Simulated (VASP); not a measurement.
Input of a VASP 6.6.1 run:

The input POSCAR:

```
Rh
1.0
    0.0000000000      1.9008071574      1.9008071574
    1.9008071574      0.0000000000      1.9008071574
    1.9008071574      1.9008071574      0.0000000000
Rh
1
Direct
    0.0000000000      0.0000000000      0.0000000000
```

The input INCAR.step1:

```
SYSTEM = Rh
PREC     = Accurate       ! precision mode
ENCUT    = 680            ! plane-wave cutoff, eV
ISMEAR   = 1              ! smearing method
SIGMA    = 0.6            ! smearing width, eV
LREAL    = .False.        ! projectors in reciprocal space
LASPH    = .True.         ! aspherical terms in the spheres
NELM     = 120            ! most SCF steps
NBANDS   = 14             ! bands
GGA      = PE             ! functional
ALGO     = Normal         ! electronic algorithm
EDIFF    = 1E-5           ! SCF threshold, eV
LWAVE    = .True.         ! write WAVECAR
LCHARG   = .False.        ! write CHGCAR
GGA_COMPAT= .False.
```

INCAR.step2

```
SYSTEM = Rh
PREC     = Accurate       ! precision mode
ENCUT    = 680            ! plane-wave cutoff, eV
EDIFF    = 1E-6           ! SCF threshold, eV
ISMEAR   = 1              ! smearing method
SIGMA    = 0.6            ! smearing width, eV
LREAL    = .False.        ! projectors in reciprocal space
LASPH    = .True.         ! aspherical terms in the spheres
NELM     = 120            ! most SCF steps
ALGO     = Normal         ! electronic algorithm
ISIF     = 2              ! what is computed and relaxed
LWAVE    = .False.        ! write WAVECAR
LCHARG   = .True.         ! write CHGCAR
METAGGA  = R2SCAN         ! meta-GGA
LMIXTAU  = .True.       
LELF     = .True.         ! ELF
LVHAR    = .True.       
NBANDS   = 14             ! bands
ISTART   = 1            
GGA_COMPAT= .False.
```

The input KPOINTS:

```
regular mesh
0
Gamma
  14 14 14
  0 0 0
```

Potentials or basis: VASP PAW PBE potentials, release 64 (Rh_sv_GW).

Command:

```bash
$ cat potpaw_PBE.64/Rh_sv_GW/POTCAR > POTCAR
$ cp INCAR.step1 INCAR
$ mpirun -np 1 vasp_std > vasp.out
$ cp INCAR.step2 INCAR
$ mpirun -np 1 vasp_std > vasp.out
```

**Question.** What does it give for the band gap on the k mesh?

**Answer.** Zero (an odd number of electrons rules out a gap without spin polarisation).

**Question.** What does it give for the pressure?

**Answer.** -0.2 GPa.

Caveat: so wide a smearing shifts energies and pressures; the PAW data sets were made with another functional, which shifts forces and pressure a little.
